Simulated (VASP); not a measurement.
Wanted: the native input for a VASP 6.6.1 run.

| Item | Value |
| --- | --- |
| Task | relaxation of shape and atoms at fixed volume |
| Functional | r2SCAN |
| Potentials or basis | VASP PAW PBE potentials, release 64 (Sn_d, Se) |
| Cutoff | 600 eV |
| k mesh | 10 × 10 × 6 |
| Occupations | gaussian, width 0.05 eV |
| Spin | no spin polarisation |
| Dipole correction | no |
| Further INCAR settings | ALGO = Normal; EDIFF = 1e-06; IBRION = 2; EDIFFG = -0.01; NSW = 60; ISIF = 4 |

The system is SnSe2.

```
Sn Se
1.0
     3.83747    0.00000    0.00000
    -1.91874    3.32335    0.00000
     0.00000    0.00000    6.86360
Sn Se
1 2
Cartesian
  0.0000 0.0000 0.0000
  0.0000 2.2156 1.5684
  1.9187 1.1078 5.2952
```

These files were run (other wordings do the same):

POSCAR

```
SnSe2
1.0
    3.8374710923      0.0000000000      0.0000000000
   -1.9187355462      3.3233474522      0.0000000000
    0.0000000000      0.0000000000      6.8635983140
Sn Se
1 2
Direct
    0.0000000000      0.0000000000      0.0000000000
    0.3333333333      0.6666666667      0.2285036986
    0.6666666667      0.3333333333      0.7714963014
```

INCAR.step1

```
SYSTEM = SnSe2
PREC = Accurate ; ENCUT = 600
ISMEAR = 0 ; SIGMA = 0.05
LREAL = .False. ; LASPH = .True.
NELM = 60 ; GGA = PE
ALGO = Normal ; EDIFF = 1E-4
LWAVE = .True. ; LCHARG = .False.
```

INCAR.step2

```
SYSTEM = SnSe2
PREC = Accurate ; ENCUT = 600
EDIFF = 1E-6 ; ISMEAR = 0
SIGMA = 0.05 ; LREAL = .False.
LASPH = .True. ; NELM = 60
ALGO = Normal ; ISIF = 4
LWAVE = .False. ; LCHARG = .False.
METAGGA = R2SCAN ; LMIXTAU = .True.
IBRION = 2 ; NSW = 60
EDIFFG = -0.01 ; ISTART = 1
```

KPOINTS

```
regular mesh
0
Gamma
  10 10 6
  0 0 0
```

Potentials or basis: VASP PAW PBE potentials, release 64 (Sn_d, Se).

The run is started by

```bash
$ cat potpaw_PBE.64/Sn_d/POTCAR potpaw_PBE.64/Se/POTCAR > POTCAR
$ cp INCAR.step1 INCAR
$ mpirun -np 1 vasp_std > vasp.out
$ cp INCAR.step2 INCAR
$ mpirun -np 1 vasp_std > vasp.out
```

It gave:

| Item | Value |
| --- | --- |
| Energy gained by relaxing | 0.5 meV/atom |
| Ionic steps | 6 |
| Pressure after relaxing | -0.4 GPa |
| Band gap on the k mesh | 1.05 eV (least direct gap 1.43 eV) |

Caveat: the PAW data sets were made with another functional, which shifts forces and pressure a little; spin-orbit coupling is left out, which moves the levels of the heavy elements.

Wall time 41 min on 1 thread of AMD EPYC 7R13, with other jobs on the host, peak memory 0.35 GiB.
